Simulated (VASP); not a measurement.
# Al2Cu (I4/mcm) in VASP: notebook, part 2 of 2

VASP 6.6.1.

**4. Relaxation of cell and atoms, PBE**

INCAR reads:

```
SYSTEM = Al2Cu
PREC     = Accurate       ! precision mode
ENCUT    = 600            ! plane-wave cutoff, eV
EDIFF    = 1E-7           ! SCF threshold, eV
ISMEAR   = -1             ! smearing method
SIGMA    = 0.1            ! smearing width, eV
LREAL    = .FALSE.        ! projectors in reciprocal space
LASPH    = .TRUE.         ! aspherical terms in the spheres
NELM     = 100            ! most SCF steps
ALGO     = Normal         ! electronic algorithm
ISIF     = 3              ! what is computed and relaxed
LWAVE    = .FALSE.        ! write WAVECAR
LCHARG   = .FALSE.        ! write CHGCAR
GGA      = PE             ! functional
IBRION   = 2              ! ionic algorithm
NSW      = 80             ! ionic steps
EDIFFG   = -0.01          ! ionic threshold
```

KPOINTS reads:

```
regular mesh
0
G
  8 8 8
  0 0 0
```

POSCAR reads:

```
Al2Cu
1.0
   -3.0335000000      3.0335000000      2.4385000000
    3.0335000000     -3.0335000000      2.4385000000
    3.0335000000      3.0335000000     -2.4385000000
Al Cu
4 2
Direct
    0.6581000000      0.1581000000      0.8162000000
    0.1581000000      0.3419000000      0.5000000000
    0.3419000000      0.8419000000      0.1838000000
    0.8419000000      0.6581000000      0.5000000000
    0.2500000000      0.2500000000      0.0000000000
    0.7500000000      0.7500000000      0.0000000000
```

Potentials or basis: VASP PAW PBE potentials, release 64 (Al, Cu).

On the command line:

```console
$ cat potpaw_PBE.64/Al/POTCAR potpaw_PBE.64/Cu/POTCAR > POTCAR
$ mpirun -np 1 vasp_std > vasp.out
```

OUTCAR:

```text
SYSTEM = Al2Cu
   PREC = Accurate
   ENCUT = 600
   EDIFF = 1E-7
   ISMEAR = -1
   LREAL = .FALSE.
   LASPH = .TRUE.
   NELM = 100
   ISIF = 3
   GGA = PE
   IBRION = 2
   NSW = 80
   EDIFFG = -0.01

 ion  position               nearest neighbor table
   1  0.658  0.158  0.816-   5 2.59   6 2.59   5 2.59   6 2.59   3 2.71   3 2.90   3 2.90   2 3.10
                             4 3.10   4 3.10   2 3.10   2 3.23   4 3.23   4 3.23   2 3.23
   2  0.158  0.342  0.500-   5 2.59   5 2.59   6 2.59   6 2.59   4 2.71   4 2.90   4 2.90   1 3.10
                             3 3.10   1 3.10   3 3.10   1 3.23   3 3.23   3 3.23   1 3.23
   3  0.342  0.842  0.184-   5 2.59   6 2.59   5 2.59   6 2.59   1 2.71   1 2.90   1 2.90   4 3.10
                             2 3.10   2 3.10   4 3.10   4 3.23   2 3.23   4 3.23   2 3.23
   4  0.842  0.658  0.500-   6 2.59   6 2.59   5 2.59   5 2.59   2 2.71   2 2.90   2 2.90   1 3.10
                             3 3.10   1 3.10   3 3.10   1 3.23   3 3.23   1 3.23   3 3.23
   5  0.250  0.250  0.000-   6 2.44   6 2.44   1 2.59   3 2.59   1 2.59   3 2.59   2 2.59   2 2.59
                             4 2.59   4 2.59
   6  0.750  0.750  0.000-   5 2.44   5 2.44   1 2.59   3 2.59   1 2.59   3 2.59   4 2.59   4 2.59
                             2 2.59   2 2.59

  LATTYP: Found a body centered tetragonal cell.
 ALAT       =     6.0670000000
 C/A-ratio  =     0.8038569309

  Lattice vectors:
[... 196 lines left out ...]
  -------------------------------------------------------------------------------------
  Total        0.0644114      0.0644114     -0.4716454      0.0000000      0.0000000      0.0000000
  in kB        1.1497475      1.1497475     -8.4189010      0.0000000      0.0000000      0.0000000
  external PRESSURE =      -2.0398020 kB  Pullay stress =       0.0000000 kB
[... 267 lines left out ...]
--------------------------------------- Ionic step        8  -------------------------------------------

 number of electron      33.9999984 magnetization

 Free energy of the ion-electron system (eV)
  ---------------------------------------------------
  ext. energy  EPLUGINS =         0.00000000
  ---------------------------------------------------
  free energy    TOTEN  =       -23.39760024 eV

  energy without entropy =      -23.32806319  energy(sigma->0) =      -23.36283171

 E-fermi :   7.9320     XC(G=0): -10.8443

 val. band max:        7.9023460877   @ k =  -0.3750   0.5000   0.2500
 cond. band min:       7.9382146919   @ k =   0.3750   0.2500   0.0000
 fundamental gap:      0.0358686042
 Fermi energy:         7.9319745043

 k-point     1 :       0.0000    0.0000    0.0000
  band No.  band energies     occupation
      1      -2.7840      2.00000
      2       2.6456      2.00000
      3       2.8665      2.00000
      4       2.8690      2.00000
      5       2.8690      2.00000
      6       3.7664      2.00000
[... 565 lines left out ...]
     20      10.5902      0.00000
     21      12.0972      0.00000

 [... further k-points ...]

------------------------ aborting loop because EDIFF is reached ----------------------------------------

  FORCE on cell =-STRESS in cart. coord.  units (eV):
  Direction    XX          YY          ZZ          XY          YZ          ZX
  --------------------------------------------------------------------------------------
  -------------------------------------------------------------------------------------
  Total       -0.0206687     -0.0206687     -0.0160460      0.0000000     -0.0000000      0.0000000
  in kB       -0.3692171     -0.3692171     -0.2866397      0.0000000     -0.0000000      0.0000000
  external PRESSURE =      -0.3416913 kB  Pullay stress =       0.0000000 kB
[... 21 lines left out ...]
  FREE ENERGIE OF THE ION-ELECTRON SYSTEM (eV)
  ---------------------------------------------------
  free  energy   TOTEN  =       -23.3976002358 eV

  energy  without entropy=      -23.3280631891  energy(sigma->0) =      -23.36283171

 reached required accuracy - stopping structural energy minimisation
```

OSZICAR:

```text
N       E                     dE             d eps       ncg     rms          rms(c)
DAV:   1     0.199414731161E+03    0.19941E+03   -0.15334E+04  2478   0.202E+03
DAV:   2    -0.149979324055E+02   -0.21441E+03   -0.20847E+03  2478   0.352E+02
DAV:   3    -0.276925244485E+02   -0.12695E+02   -0.12094E+02  3409   0.111E+02
DAV:   4    -0.280880633289E+02   -0.39554E+00   -0.39296E+00  3817   0.171E+01
[... 63 lines left out ...]
DAV:   1    -0.233976092481E+02   -0.42828E-04   -0.43790E-04  3389   0.284E-01    0.249E-02
DAV:   2    -0.233976085902E+02    0.65786E-06   -0.13508E-04  3703   0.323E-01    0.178E-02
DAV:   3    -0.233976008195E+02    0.77707E-05   -0.44269E-05  3623   0.192E-01    0.529E-03
DAV:   4    -0.233976003221E+02    0.49736E-06   -0.24433E-06  3217   0.146E-02    0.218E-03
DAV:   5    -0.233976002358E+02    0.86357E-07   -0.25337E-07  1962   0.137E-02
   8 F= -.23397600E+02 E0= -.23362832E+02  d E =-.338711E-04
```

CONTCAR:

```text
Al2Cu
   1.00000000000000
    -3.0403252885845533    3.0403252885845533    2.4257234756377817
     3.0403252885845533   -3.0403252885845533    2.4257234756377817
     3.0403252885845533    3.0403252885845533   -2.4257234756377817
  Al              Cu
     4     2
Direct
     0.6580172089364755    0.1580172089364754    0.8160344178729578
     0.1580172089364754    0.3419827910635246    0.5000000000000000
     0.3419827910635246    0.8419827910635245    0.1839655821270421
     0.8419827910635245    0.6580172089364755    0.5000000000000000
     0.2500000000000000    0.2500000000000000    0.0000000000000000
     0.7500000000000000    0.7500000000000000    0.0000000000000000

  0.00000000E+00  0.00000000E+00  0.00000000E+00
  0.00000000E+00  0.00000000E+00  0.00000000E+00
  0.00000000E+00  0.00000000E+00  0.00000000E+00
  0.00000000E+00  0.00000000E+00  0.00000000E+00
  0.00000000E+00  0.00000000E+00  0.00000000E+00
  0.00000000E+00  0.00000000E+00  0.00000000E+00
```

Run time: 8.8 min. Hardware: 1 thread of Intel Xeon Platinum 8559C (Emerald Rapids), shared host; peak memory 0.32 GiB.

What came out:

```yaml
Free_energy: -23.3976 eV
Relaxed_volume: 14.95 Å³/atom
Relaxed_cell: a = 4.937 Å, b = 4.937 Å, c = 4.937 Å, α = 103.97°, β = 103.97°, γ = 121.14°
Space_group_after_relaxing_to_0.1_Å: I4/mcm (No. 140)
Energy_gained_by_relaxing: 0.2 meV/atom
Ionic_steps: 8
Pressure_after_relaxing: 0.0 GPa
Largest_force_after_relaxing: 0.009 eV/Å
Band_gap_on_the_k_mesh: zero (bands 17 and 18 overlap by 4.32 eV)
```

Forces on the atoms (eV/Å):
```
Al  -0.006 -0.006  0.000
Al   0.006 -0.006  0.000
Al   0.006  0.006  0.000
Al  -0.006  0.006  0.000
Cu   0.000  0.000  0.000
Cu   0.000  0.000  0.000
```

Step by step:
| step | energy change (eV) | largest force (eV/Å) | pressure (GPa) | volume (Å³) |
| --- | --- | --- | --- | --- |
| 1 | 0.0000 | 0.0087 | -0.20 | 89.76 |
| 2 | -0.0011 | 0.0089 | 0.24 | 89.51 |
| 3 | -0.0011 | 0.0122 | 0.24 | 89.46 |
| 4 | -0.0014 | 0.0148 | -0.06 | 89.69 |
| 5 | -0.0014 | 0.0144 | 0.01 | 89.66 |
| 6 | -0.0014 | 0.0144 | 0.01 | 89.67 |
| 7 | -0.0014 | 0.0145 | 0.00 | 89.68 |
| 8 | -0.0014 | 0.0087 | -0.03 | 89.69 |

Final structure:
```
Al Cu
1.0
    -3.04033    3.04033    2.42572
     3.04033   -3.04033    2.42572
     3.04033    3.04033   -2.42572
Al Cu
4 2
Cartesian
  0.9608 4.0012 0.0000
  2.0795 0.9608 0.0000
  2.0795 -0.9608 2.4257
  0.9608 2.0795 2.4257
  0.0000 0.0000 1.2129
  0.0000 0.0000 3.6386
```

Levels at points of the mesh, in eV from the Fermi level:
```tsv
k point	band 13	band 14	band 15	band 16	band 17	band 18	band 19	band 20	band 21
(0.00, 0.00, 0.00)	-2.94	-2.02	-1.25	-1.14	-1.14	-0.83	-0.36	0.05	1.46
(0.50, 0.00, 0.00)	-3.07	-3.07	-2.58	-2.58	0.20	0.20	3.97	3.97	4.26
(0.50, 0.50, 0.00)	-2.74	-2.72	-1.46	-1.32	-0.98	-0.62	0.71	1.18	4.60
(0.50, 0.50, 0.50)	-3.33	-3.17	-3.17	-1.78	2.58	2.98	2.98	3.31	4.03
```

**5. Overview**

```tsv
task	level	cell	k mesh	cutoff (eV)	gap on the mesh (eV)	pressure (GPa)
single point	r2SCAN	a = 4.943 Å, angles 103.9, 103.9, 121.4°, 6 atoms, atomic positions A	9 × 9 × 9	520	none	-4.2
single point	r2SCAN	a = 4.974 Å, angles 103.9, 103.9, 121.4°, 6 atoms, atomic positions B	9 × 9 × 9	520	none	-5.9
relaxation of cell and atoms	PBE	relaxed from a = 4.935 Å, angles 104.1, 104.1, 120.8°, 6 atoms, atomic positions C	8 × 8 × 8	600	none	0.0
```

Alike in all rows: potentials or basis VASP PAW PBE potentials, release 64 (Al, Cu); no spin polarisation; smearing fermi-dirac 0.1 eV.

Caveats: the cell stands under tension (at least some runs); the PAW data sets were made with another functional, which shifts forces and pressure a little (at least some runs).

Total energies depend on the potentials used, so only differences within one code and one set of settings carry meaning.

The gap in the log of VASP goes by the Fermi energy; the results here count the filled bands.